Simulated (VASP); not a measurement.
Crystal: AlNi.

```
Ni Al
1.0
     2.88100    0.00000    0.00000
     0.00000    2.88100    0.00000
     0.00000    0.00000    2.88100
Ni Al
1 1
Direct
  0.50000 0.50000 0.50000
  0.00000 0.00000 0.00000
```

```yaml
Program: VASP 6.6.1
Task: relaxation of cell and atoms
Functional: BLYP
Dispersion: D4
Potentials_or_basis: VASP PAW PBE potentials, release 64 (Ni, Al)
Cutoff: 600 eV
k_mesh: 9 × 9 × 9
Occupations: fermi-dirac, width 0.05 eV
Spin: collinear spin, ferromagnetic start
Starting_moments: "[1.0, 0.0] μB"
```

At the start: pressure -4.4 GPa; volume 11.96 Å³/atom.

Task: How do energy, volume and symmetry change on relaxing?

Result: Over 3 steps the energy falls by 4.6 meV/atom and the volume is 11.63 Å³/atom (-2.7 %); space group Pm-3m (No. 221, to 0.1 Å) before and after; moment 0.00 μB per cell.

Step by step:
| step | energy change (eV) | largest force (eV/Å) | pressure (GPa) | volume (Å³) |
| --- | --- | --- | --- | --- |
| 1 | 0.0000 | 0.0000 | -4.40 | 23.91 |
| 2 | -0.0041 | 0.0000 | 3.55 | 22.79 |
| 3 | -0.0092 | 0.0000 | -0.06 | 23.26 |

Final structure:
```
Ni Al
1.0
     2.85462    0.00000    0.00000
     0.00000    2.85462    0.00000
     0.00000    0.00000    2.85462
Ni Al
1 1
Cartesian
  1.4273 1.4273 1.4273
  0.0000 0.0000 0.0000
```

Caveat: the PAW data sets were made with another functional, which shifts forces and pressure a little.
